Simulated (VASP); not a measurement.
A run of VASP 6.6.1:

The input INCAR:

```
SYSTEM = Ga8Sb5P3
  ALGO = Normal
  EDIFF = 1E-6
  ENCUT = 500
  GGA = PS
  GGA_COMPAT = .False.
  ISIF = 2
  ISMEAR = 0
  LASPH = .True.
  LCHARG = .False.
  LREAL = .False.
  LWAVE = .False.
  NBANDS = 86
  NELM = 120
  PREC = Accurate
  SIGMA = 0.1
```

The input KPOINTS:

```
k-points
0
Gamma
  3 3 3
  0 0 0
```

POSCAR

```
Ga8Sb5P3
1.0
   -0.0086509244      5.8703240190      5.8703240190
    5.8616730946      0.0000000000      5.8616730946
    5.8616730946      5.8616730946      0.0000000000
Ga Sb P
8 5 3
Direct
    0.0017158268     -0.0005719423     -0.0005719423
   -0.0241930105      0.0071424013      0.5085253046
   -0.0241930105      0.5085253046      0.0071424013
   -0.0241930105      0.5085253046      0.5085253046
    0.5160273056     -0.0142705079     -0.0142705079
    0.5160273056     -0.0142705079      0.5125137102
    0.5160273056      0.5125137102     -0.0142705079
    0.5175658095      0.4941447302      0.4941447302
    0.1269357670      0.1254416679      0.1254416679
    0.1269357670      0.1254416679      0.6221808972
    0.1269357670      0.6221808972      0.1254416679
    0.1242393388      0.6252535537      0.6252535537
    0.6258875812      0.1247041396      0.1247041396
    0.6247604192      0.1237163760      0.6257616024
    0.6247604192      0.6257616024      0.1237163760
    0.6247604192      0.6257616024      0.6257616024
```

Potentials or basis: VASP PAW PBE potentials, release 64 (Ga_d, Sb, P).

Command:

```sh
$ cat potpaw_PBE.64/Ga_d/POTCAR potpaw_PBE.64/Sb/POTCAR potpaw_PBE.64/P/POTCAR > POTCAR
$ mpirun -np 1 vasp_std > vasp.out
```

Hardware: 1 thread of Oxide Virtual Turin-like Processor, with other jobs on the host.

Question: How long does it take, and how much memory?

Answer: Run time: 4.9 min on 1 thread of Oxide Virtual Turin-like Processor (shared host), peak memory 0.57 GiB. Counts: scf iterations 15, k points 6.
